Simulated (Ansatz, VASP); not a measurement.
Si2Mo: VASP beside Ansatz

```
Mo Si
1.0
    -1.57838    1.57838    3.87738
     1.57838   -1.57838    3.87738
     1.57838    1.57838   -3.87738
Mo Si
1 2
Direct
  0.00000 0.00000 0.00000
  0.66700 0.66700 0.00000
  0.33300 0.33300 0.00000
```

Alike in both runs: task single point; functional r2SCAN; dispersion D3(BJ); k mesh 12 × 12 × 12; occupations fermi-dirac, width 0.05 eV; no spin polarisation.

|  | VASP | Ansatz |
| --- | --- | --- |
| version | VASP 6.6.1 | Ansatz 0.2.0 |
| potentials or method | VASP PAW PBE potentials, release 64 (Mo_sv, Si) | Ansatz PAW |
| plane-wave cutoff (eV) | 520 | 500 |
| valence electrons in the cell | 22 | 22 |

Ansatz gave:

| Item | Value |
| --- | --- |
| gap on the k mesh at the Fermi level (eV) | none |
| pressure (GPa) | 4.7 |
| traceless stress, the component that is largest in VASP (GPa) | -0.83 |
| rms of the force components (eV/Å) | 0.134 |

Problem. Estimate VASP's values.

Solution. gap on the k mesh at the Fermi level (eV): none; pressure (GPa): 5.2; traceless stress, the component that is largest in VASP (GPa): -0.86; rms of the force components (eV/Å): 0.129.

VASP's potentials were made for PBE, not for r2SCAN. Atom by atom the forces differ by 0.005 eV/Å (rms over components). A gap of «none» marks a metal or a gap that the smearing closes.
